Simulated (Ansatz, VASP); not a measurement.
## TaN: VASP beside Ansatz

The input INCAR:

```
SYSTEM = TaN
ALGO = Normal
EDIFF = 1E-8
ENCUT = 520
ISIF = 2
ISMEAR = -1
LASPH = .TRUE.
LCHARG = .FALSE.
LEFG = .TRUE.
LREAL = .FALSE.
LWAVE = .FALSE.
NBANDS = 15
NELM = 60
PREC = Accurate
SIGMA = 0.02
```

File KPOINTS:

```
k-points
0
G
  12 12 10
  0 0 0
```

The input POSCAR:

```
TaN
1.0
    2.9086188698      0.0000000000      0.0000000000
   -1.4543094349      2.5189378312      0.0000000000
    0.0000000000      0.0000000000      2.8830000000
Ta N
1 1
Direct
    0.3333333333      0.6666666667      0.5000000000
    0.0000000000      0.0000000000      0.0000000000
```

Input for Ansatz:

```yaml
crystal:
  lattice:
    - [2.9086188698, 0.0, 0.0]
    - [-1.4543094349, 2.5189378312, 0.0]
    - [0.0, 0.0, 2.883]
  atoms:
    - { symbol: Ta, position: [0.3333333333, 0.6666666667, 0.5] }
    - { symbol: "N", position: [0.0, 0.0, 0.0] }
kpoints:
  mp_grid: { grid: [12, 12, 10] }
scf:
  occupations: { method: fermi_dirac, width: 0.02 }
hamiltonian:
  xc: lda
  pseudopotentials: { kind: paw }
output:
  forces: true
  stress: true
  eigenvalues: true
  efg: { contact_densities: true }
```

Change from the starting cell: equal xx and yy strain of -1 %, PAW files.

Alike in both runs: task electric field gradients; functional LDA; k mesh 12 × 12 × 10; occupations fermi-dirac, width 0.02 eV; no spin polarisation.

|  | VASP | Ansatz |
| --- | --- | --- |
| version | VASP 6.6.1 | Ansatz 0.2.0 |
| potentials or method | VASP PAW LDA potentials, release 64 (Ta_pv, N) | PAW with Ansatz's default frozen-core files, scalar-relativistic |
| plane-wave cutoff (eV) | 520 | 420 |
| valence electrons in the cell | 16 | 18 |

```tsv
	VASP	Ansatz	Ansatz less VASP
pressure (GPa)	-3.0	-4.9	-1.92
traceless stress, the component that is largest in VASP (GPa)	-4.77	-4.90	-0.137
size of Vzz on the site where it differs most (V/Å²)	22.2	55.7	+33.48
```

LDA's correlation is that of Perdew and Zunger in VASP and of Perdew and Wang (1992) in Ansatz. VASP's potentials hold 16 valence electrons a cell and Ansatz's 18, so a difference there can come from the potentials and not from the codes.

Spin-orbit coupling is off throughout.
